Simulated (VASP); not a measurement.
Wanted: the native input for a VASP 6.6.1 run.

```yaml
Task: electric field gradients
Functional: PBEsol
Potentials_or_basis: VASP PAW PBE potentials, release 64 (Ta_pv, N)
Cutoff: 520 eV
k_mesh: 9 × 9 × 9
Occupations: fermi-dirac, width 0.02 eV
Spin: no spin polarisation
Dipole_correction: no
Further_INCAR_settings: ALGO = Normal; EDIFF = 1e-08; NBANDS = 15
```

The structure of TaN lies in POSCAR:

```
TaN
1.0
    0.0000000000      2.2007900000      2.1790000000
    2.2007900000      0.0000000000      2.1790000000
    2.2007900000      2.2007900000      0.0000000000
Ta N
1 1
Direct
    0.5000000000      0.5000000000      0.5000000000
    0.0000000000      0.0000000000      0.0000000000
```

This cell differs from its parent crystal: equal xx and yy strain of +1 %.

These files were run (other wordings do the same):

INCAR

```
SYSTEM = TaN
PREC = Accurate
ENCUT = 520
EDIFF = 1E-8
ISMEAR = -1
SIGMA = 0.02
LREAL = .FALSE.
LASPH = .TRUE.
NELM = 60
ALGO = Normal
ISIF = 2
LWAVE = .FALSE.
LCHARG = .FALSE.
GGA = PS
LEFG = .TRUE.
NBANDS = 15
```

KPOINTS

```
Automatic mesh
0
G
  9 9 9
  0 0 0
```

Potentials or basis: VASP PAW PBE potentials, release 64 (Ta_pv, N).

Command:

```sh
$ cat potpaw_PBE.64/Ta_pv/POTCAR potpaw_PBE.64/N/POTCAR > POTCAR
$ mpirun -np 1 vasp_std > vasp.out
```

Results of the run:

The pressure is -1.8 GPa. The band gap on the k mesh is zero (band 8 reaches 11.03 eV, above the bottom of band 9 at 7.27 eV).

Caveat: the cell differs from its parent crystal (equal xx and yy strain of +1 %); without QUAD_EFG the Cq values of the log hold for a quadrupole moment of 1 mb, not for the nuclei; the PAW data sets were made with another functional, which shifts forces and pressure a little; spin-orbit coupling is left out, which moves the levels of the heavy elements.

Wall time 27 s on 1 thread of AMD EPYC 7R43 64-Core Processor (Zen 3), on a shared host, peak memory 0.12 GiB.
